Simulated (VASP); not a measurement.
A run of VASP 6.6.1 is set up as follows.

File INCAR:

```
SYSTEM = In3Sb
PREC     = Accurate       ! precision mode
ENCUT    = 500            ! plane-wave cutoff, eV
EDIFF    = 1E-7           ! SCF threshold, eV
ISMEAR   = -1             ! smearing method
SIGMA    = 0.1            ! smearing width, eV
LREAL    = .FALSE.        ! projectors in reciprocal space
LASPH    = .TRUE.         ! aspherical terms in the spheres
NELM     = 120            ! most SCF steps
ALGO     = Normal         ! electronic algorithm
ISIF     = 3              ! what is computed and relaxed
LWAVE    = .FALSE.        ! write WAVECAR
LCHARG   = .FALSE.        ! write CHGCAR
IBRION   = 2              ! ionic algorithm
NSW      = 80             ! ionic steps
EDIFFG   = -0.02          ! ionic threshold
GGA_COMPAT= .FALSE.      
NELMIN   = 4
```

Contents of KPOINTS:

```
regular mesh
0
G
  4 4 4
  0 0 0
```

Contents of POSCAR:

```
In3Sb
1.0
    4.8369620000      0.0000000000      0.0000000000
    0.0000000000      4.8369620000      0.0000000000
    0.0000000000      0.0000000000      4.8369620000
In Sb
3 1
Direct
    0.5000000000      0.5000000000      0.0000000000
    0.5000000000      0.0000000000      0.5000000000
    0.0000000000      0.5000000000      0.5000000000
    0.0000000000      0.0000000000      0.0000000000
```

Potentials or basis: VASP PAW LDA potentials, release 64 (In_d, Sb).

The run is started by

```sh
$ cat potpaw_LDA.64/In_d/POTCAR potpaw_LDA.64/Sb/POTCAR > POTCAR
$ mpirun -np 1 vasp_std > vasp.out
```

Question: What does it give for the relaxed cell?

Answer: a = 4.640 Å, b = 4.640 Å, c = 4.640 Å, α = 90.00°, β = 90.00°, γ = 90.00°.

Question: Estimate the relaxed volume.

Answer: 24.98 Å³/atom.

Question: What does it give for the space group after relaxing (to 0.1 Å)?

Answer: Pm-3m (No. 221).

Question: Predict the band gap on the k mesh.

Answer: Zero (bands 22 and 23 overlap by 4.06 eV).

Final structure:
```xyz
4
Lattice="4.6405 0.0000 0.0000 0.0000 4.6405 0.0000 0.0000 0.0000 4.6405" Properties=species:S:1:pos:R:3 pbc="T T T"
In    2.3202    2.3202    0.0000
In    2.3202    0.0000    2.3202
In    0.0000    2.3202    2.3202
Sb    0.0000    0.0000    0.0000
```

Caveat: spin-orbit coupling is left out, which moves the levels of the heavy elements.
